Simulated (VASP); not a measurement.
# HfC (Fm-3m) in VASP: further runs

HfC is run at these levels: r2SCAN; tasks: single point.

Program: VASP 6.6.1. These are calculated values, not measurements. Logs are shortened: lines on timing, memory, paths and dates and some standing lists are left out, and cuts for length are marked.

## 1. The cell of the first run

It takes space group Fm-3m (No. 225, cubic). Conventional cell: a = 4.650 Å, b = 4.650 Å, c = 4.650 Å, α = 90.00°, β = 90.00°, γ = 90.00°. Hf (site symmetry m-3m) has 6 C at 2.33 Å within 3.1 Å. Within 3.1 Å of C (site symmetry m-3m) lie 6 Hf at 2.33 Å.

## 2. Single point, r2SCAN

Contents of POSCAR:

```
HfC
1.0
    0.0000000000      2.3250013489      2.3250013489
    2.3250013489      0.0000000000      2.3250013489
    2.3250013489      2.3250013489      0.0000000000
Hf C
1 1
Direct
    0.5000000000      0.5000000000      0.5000000000
    0.0000000000      0.0000000000      0.0000000000
```

Contents of INCAR.step1:

```
SYSTEM = HfC
  ALGO = Normal
  EDIFF = 1E-4
  ENCUT = 520
  GGA = PE
  ISMEAR = 0
  LASPH = .TRUE.
  LCHARG = .FALSE.
  LREAL = .FALSE.
  LWAVE = .TRUE.
  NBANDS = 14
  NELM = 100
  PREC = Accurate
  SIGMA = 0.05
```

Contents of INCAR.step2:

```
SYSTEM = HfC
  ALGO = Normal
  EDIFF = 1E-7
  ENCUT = 520
  ISIF = 2
  ISMEAR = 0
  ISTART = 1
  LASPH = .TRUE.
  LCHARG = .FALSE.
  LMIXTAU = .TRUE.
  LREAL = .FALSE.
  LWAVE = .FALSE.
  METAGGA = R2SCAN
  NBANDS = 14
  NELM = 100
  PREC = Accurate
  SIGMA = 0.05
```

Contents of KPOINTS:

```
k-points
0
G
  12 12 12
  0 0 0
```

Potentials or basis: VASP PAW PBE potentials, release 64 (Hf_pv, C).

Started as:

```console
cat potpaw_PBE.64/Hf_pv/POTCAR potpaw_PBE.64/C/POTCAR > POTCAR
cp INCAR.step1 INCAR
mpirun -np 1 vasp_std > vasp.out
cp INCAR.step2 INCAR
mpirun -np 1 vasp_std > vasp.out
```

OUTCAR:

```text
SYSTEM = HfC
   EDIFF = 1E-7
   ENCUT = 520
   ISIF = 2
   ISMEAR = 0
   ISTART = 1
   LASPH = .TRUE.
   LREAL = .FALSE.
   METAGGA = R2SCAN
   NELM = 100
   PREC = Accurate

 ion  position               nearest neighbor table
   1  0.500  0.500  0.500-   2 2.33   2 2.33   2 2.33   2 2.33   2 2.33   2 2.33
   2  0.000  0.000  0.000-   1 2.33   1 2.33   1 2.33   1 2.33   1 2.33   1 2.33

  LATTYP: Found a face centered cubic cell.
 ALAT       =     4.6500026978

  Lattice vectors:

 A1 = (   0.0000000000,   2.3250013489,   2.3250013489)
 A2 = (   2.3250013489,   0.0000000000,   2.3250013489)
 A3 = (   2.3250013489,   2.3250013489,   0.0000000000)

Analysis of symmetry for initial positions (statically):
=====================================================================
 Subroutine PRICEL returns:
 Original cell was already a primitive cell.

 Routine SETGRP: Setting up the symmetry group for a
 face centered cubic supercell.

 Subroutine GETGRP returns: Found 48 space group operations
 (whereof 48 operations were pure point group operations)
 out of a pool of 48 trial point group operations.

The static configuration has the point symmetry O_h .

Analysis of symmetry for dynamics (positions and initial velocities):
=====================================================================
 Subroutine PRICEL returns:
 Original cell was already a primitive cell.

 Routine SETGRP: Setting up the symmetry group for a
 face centered cubic supercell.

 Subroutine GETGRP returns: Found 48 space group operations
 (whereof 48 operations were pure point group operations)
 out of a pool of 48 trial point group operations.

The dynamic configuration has the point symmetry O_h .

 Subroutine INISYM returns: Found 48 space group operations
 (whereof 48 operations are pure point group operations),
 and found     1 'primitive' translations

----------------------------------------------------------------------------------------

                                     Primitive cell

  volume of cell :      25.1362

  direct lattice vectors                    reciprocal lattice vectors
     0.000000000  2.325001349  2.325001349    -0.215053639  0.215053639  0.215053639
     2.325001349  0.000000000  2.325001349     0.215053639 -0.215053639  0.215053639
     2.325001349  2.325001349  0.000000000     0.215053639  0.215053639 -0.215053639

  length of vectors
     3.288048440  3.288048440  3.288048440     0.372483829  0.372483829  0.372483829

  position of ions in fractional coordinates (direct lattice)
     0.500000000  0.500000000  0.500000000
     0.000000000  0.000000000  0.000000000

  ion indices of the primitive-cell ions
   primitive index   ion index
                 1           1
                 2           2

----------------------------------------------------------------------------------------

 KPOINTS: k-points

Automatic generation of k-mesh.
 Grid dimensions read from file:
 generate k-points for:   12   12   12

 Generating k-lattice:

  Cartesian coordinates                     Fractional coordinates (reciprocal lattice)
    -0.017921137  0.017921137  0.017921137     0.083333333  0.000000000  0.000000000
     0.017921137 -0.017921137  0.017921137     0.000000000  0.083333333  0.000000000
     0.017921137  0.017921137 -0.017921137     0.000000000  0.000000000  0.083333333

  Length of vectors
     0.031040319  0.031040319  0.031040319

  Shift w.r.t. Gamma in fractional coordinates (k-lattice)
     0.000000000  0.000000000  0.000000000

 Subroutine IBZKPT returns following result:
 ===========================================

 Found     72 irreducible k-points:

 Following reciprocal coordinates:
            Coordinates               Weight
  0.000000  0.000000  0.000000      1.000000
  0.083333  0.000000  0.000000      8.000000
  0.166667  0.000000  0.000000      8.000000
  0.250000  0.000000  0.000000      8.000000
  0.333333  0.000000  0.000000      8.000000
  0.416667  0.000000  0.000000      8.000000
[... 16 lines left out ...]
  0.500000  0.166667  0.000000     24.000000
 -0.416667  0.166667  0.000000     24.000000
 [... further k-points ...]
   k-points           NKPTS =     72   k-points in BZ     NKDIM =     72   number of bands    NBANDS=     14
   number of dos      NEDOS =    301   number of ions     NIONS =      2
   total plane-waves  NPLWV =  13824
   dimension x,y,z NGX =    24 NGY =   24 NGZ =   24
   dimension x,y,z NGXF=    48 NGYF=   48 NGZF=   48
   ions per type =               1   1
   NGX,Y,Z   is equivalent  to a cutoff of  12.13, 12.13, 12.13 a.u.
   NGXF,Y,Z  is equivalent  to a cutoff of  24.27, 24.27, 24.27 a.u.
 SYSTEM =  HfC
   PREC   = accura    normal or accurate (medium, high low for compatibility)
   ISTART =      1    job   : 0-new  1-cont  2-samecut
   ICHARG =      0    charge: 1-file 2-atom 10-const
   ISPIN  =      1    spin polarized calculation?
   LNONCOLLINEAR =      F non collinear calculations
   LSORBIT =      F    spin-orbit coupling
   LASPH  =      T    aspherical Exc in radial PAW
   ENCUT  =  520.0 eV  38.22 Ry    6.18 a.u.   6.11  6.11  6.11*2*pi/ulx,y,z
   NELM   =    100;   NELMIN=  2; NELMDL=  0     # of ELM steps
   EDIFF  = 0.1E-06   stopping-criterion for ELM
   LREAL  =      F    real-space projection
   EDIFFG = 0.1E-05   stopping-criterion for IOM
   NSW    =      0    number of steps for IOM
   IBRION =     -1    ionic relax: 0-MD 1-quasi-New 2-CG
   NFREE  =      0    steps in history (QN), initial steepest desc. (CG)
   ISIF   =      2    stress and relaxation
   ISYM   =      2    0-nonsym 1-usesym 2-fastsym
   POTIM  = 0.5000    time-step for ionic-motion
   TEBEG  =    0.0;   TEEND  =   0.0 temperature during run
   PSTRESS=    0.0 pullay stress
   NELECT =      14.0000    total number of electrons
   NUPDOWN=      -1.0000    fix difference up-down
   EMIN   =  10.00;   EMAX   =-10.00  energy-range for DOS
   EFERMI =   0.00;   METHOD = LEGACY
   ISMEAR =     0;   SIGMA  =   0.05  broadening in eV -4-tet -1-fermi 0-gaus
   EFERMI_NEDOS =   21; number of points for ismear=-14 and -15
   IALGO  =     38    algorithm
   IMIX   =      4    mixing-type and parameters
     AMIX     =   0.40;   BMIX     =  1.00
     AMIX_MAG =   1.60;   BMIX_MAG =  1.00
  volume/ion in A,a.u.               =      12.57        84.81
  Fermi-wavevector in a.u.,A,eV,Ry     =   1.346948  2.545363 24.684643  1.814270
  Thomas-Fermi vector in A             =   2.474739
   LORBIT       =      0    0 simple, 1 ext, 2 COOP (PROOUT), +10 PAW based schemes
   METAGGA = R2SCAN    functional components
   LHFCALC =     F    Hartree Fock is set to
   AEXX    =    0.0000 exact exchange contribution
   IVDW    =     0    specifies the selected vdW correction
   LEPSILON=     F    determine dielectric tensor
   LRPA    =     F    only Hartree local field effects (RPA)
 non-spin polarized calculation
 Gauss-broadening in eV      SIGMA  =   0.05
  energy-cutoff  :      520.00
  volume of cell :       25.14
 maximum number of plane-waves:       700
   NGX = 13   NGY = 13   NGZ = 13

 number of electron      14.0000000 magnetization

 Free energy of the ion-electron system (eV)
  ---------------------------------------------------
  ext. energy  EPLUGINS =         0.00000000
  ---------------------------------------------------
  free energy    TOTEN  =       -57.34030776 eV

  energy without entropy =      -57.33976044  energy(sigma->0) =      -57.34003410

 E-fermi :   5.9676     XC(G=0): -13.1029

 val. band max:        5.8322933973   @ k =   0.0833   0.0000   0.0000
 cond. band min:       5.9885822480   @ k =   0.5000   0.4167   0.0000
 fundamental gap:      0.1562888507
 Fermi energy:         5.9676420195

 k-point     1 :       0.0000    0.0000    0.0000
  band No.  band energies     occupation
      1     -24.8585      2.00000
      2     -24.8585      2.00000
      3     -24.8585      2.00000
      4      -7.1411      2.00000
      5       6.8982      0.00000
      6       6.8982      0.00000
      7       6.8982      0.00000
      8       7.5284      0.00000
      9       7.5284      0.00000
     10       7.5284      0.00000
     11       9.4365      0.00000
     12       9.4365      0.00000
     13      13.3585      0.00000
     14      17.6587      0.00000

 k-point     2 :       0.0833    0.0000    0.0000
  band No.  band energies     occupation
      1     -24.9076      2.00000
      2     -24.8630      2.00000
      3     -24.8630      2.00000
      4      -6.9639      2.00000
      5       5.8323      1.99987
      6       6.1167      0.00002
      7       6.1167      0.00002
      8       7.8378      0.00000
      9       7.8378      0.00000
     10       8.1551      0.00000
     11      10.2846      0.00000
     12      10.2846      0.00000
     13      13.7666      0.00000
     14      18.1536      0.00000

 k-point     3 :       0.1667    0.0000    0.0000
  band No.  band energies     occupation
      1     -25.0392      2.00000
      2     -24.8752      2.00000
      3     -24.8752      2.00000
      4      -6.4575      2.00000
      5       4.2969      2.00000
      6       5.0015      2.00000
      7       5.0015      2.00000
      8       8.3966      0.00000
      9       8.3966      0.00000
     10       8.6749      0.00000
     11      11.9365      0.00000
     12      11.9365      0.00000
     13      14.7227      0.00000
     14      18.6400      0.00000
[... 324 lines left out ...]
 k-point    23 :       0.5000    0.1667    0.0000
  band No.  band energies     occupation
      1     -25.4683      2.00000
      2     -25.0257      2.00000
      3     -24.9668      2.00000
      4      -3.9767      2.00000
      5       0.5117      2.00000
      6       2.9042      2.00000
      7       3.3041      2.00000
      8       9.2496      0.00000
      9      11.8228      0.00000
     10      12.1386      0.00000
     11      14.7992      0.00000
     12      15.7883      0.00000
     13      17.6924      0.00000
     14      18.6374      0.00000

 k-point    24 :      -0.4167    0.1667    0.0000
  band No.  band energies     occupation
      1     -25.4753      2.00000
      2     -25.0491      2.00000
      3     -24.9500      2.00000
      4      -3.8041      2.00000
      5       0.2998      2.00000
      6       2.9519      2.00000
      7       3.0370      2.00000
      8      10.4396      0.00000
      9      11.2451      0.00000
     10      11.4984      0.00000
     11      14.9584      0.00000
     12      16.4186      0.00000
     13      17.2539      0.00000
     14      18.6386      0.00000

 [... further k-points ...]
[... 5 lines left out ...]
  --------------------------------------------------------------------------------------
  -------------------------------------------------------------------------------------
  Total       -0.3991050     -0.3991050     -0.3991050     -0.0000000      0.0000000      0.0000000
  in kB      -25.4388855    -25.4388855    -25.4388855     -0.0000000      0.0000000      0.0000000
  external PRESSURE =     -25.4388855 kB  Pullay stress =       0.0000000 kB

 VOLUME and BASIS-vectors are now :
 -----------------------------------------------------------------------------
  energy-cutoff  :      520.00
  volume of cell :       25.14
      direct lattice vectors                 reciprocal lattice vectors
     0.000000000  2.325001349  2.325001349    -0.215053639  0.215053639  0.215053639
     2.325001349  0.000000000  2.325001349     0.215053639 -0.215053639  0.215053639
     2.325001349  2.325001349  0.000000000     0.215053639  0.215053639 -0.215053639

 POSITION                                       TOTAL-FORCE (eV/Angst)
 -----------------------------------------------------------------------------------
      2.32500      2.32500      2.32500        -0.000000     -0.000000     -0.000000
      0.00000      0.00000      0.00000         0.000000      0.000000      0.000000
 -----------------------------------------------------------------------------------
    total drift:                                0.000000     -0.000000      0.000000

  FREE ENERGIE OF THE ION-ELECTRON SYSTEM (eV)
  ---------------------------------------------------
  free  energy   TOTEN  =       -57.3403077627 eV

  energy  without entropy=      -57.3397604440  energy(sigma->0) =      -57.34003410
```

Run time: 29 s. Hardware: 1 thread of Intel Xeon 6975P-C (Granite Rapids), shared host; peak memory 0.16 GiB.

Results:

| Property | Result |
| --- | --- |
| Free energy | -57.3403 eV |
| Pressure | -2.5 GPa |
| Band gap on the k mesh | zero (band 7 reaches 6.90 eV, above the bottom of band 8 at 5.47 eV) |

Caveat: the PAW data sets were made with another functional, which shifts forces and pressure a little; spin-orbit coupling is left out, which moves the levels of the heavy elements.

[end of part 1 of 2]
